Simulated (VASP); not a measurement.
ScAgC6N6, 14 atoms in the cell. Symmetry: C2/m, No. 12, monoclinic system. Conventional cell: a = 10.821 Å, b = 10.822 Å, c = 8.120 Å, α = 90.00°, β = 131.31°, γ = 90.00°. Sc (site symmetry 2/m) has 6 N at 2.14 to 2.23 Å within 2.8 Å. Within 2.8 Å of Ag (site symmetry 2/m) lie 6 C at 2.02 to 2.78 Å. C (site symmetry m) has 1 N at 1.18 Å within 1.6 Å. Within 1.6 Å of C (site symmetry 2) lie 1 N at 1.16 Å. C (site symmetry m) has 1 N at 1.16 Å within 1.6 Å. Within 1.6 Å of N (site symmetry m) lie 1 C at 1.18 Å. N (site symmetry 2) has 1 C at 1.16 Å within 1.6 Å. Within 1.6 Å of N (site symmetry m) lie 1 C at 1.16 Å. 

```yaml
Program: VASP 6.6.1
Task: single point
Functional: PBE
Potentials_or_basis: VASP PAW PBE potentials, release 64 (Sc_sv, Ag, C, N)
Cutoff: 520 eV
k_mesh: 4 × 4 × 6
Occupations: gaussian, width 0.02 eV
Spin: no spin polarisation
Dipole_correction: no
Further_INCAR_settings: ALGO = Normal; EDIFF = 1e-07; NBANDS = 51
```

Potentials or basis: VASP PAW PBE potentials, release 64 (Sc_sv, Ag, C, N).

Run with:

```sh
$ cat potpaw_PBE.64/Sc_sv/POTCAR potpaw_PBE.64/Ag/POTCAR potpaw_PBE.64/C/POTCAR potpaw_PBE.64/N/POTCAR > POTCAR
$ mpirun -np 1 vasp_std > vasp.out
```

Hardware: 1 thread of Intel Xeon 8259CL, on a shared host.

Q: Estimate the wall time of this run.

A: It took 31 min on 1 thread of Intel Xeon 8259CL, on a shared host, peak memory 0.89 GiB. Counts: scf iterations 18, k points 34.
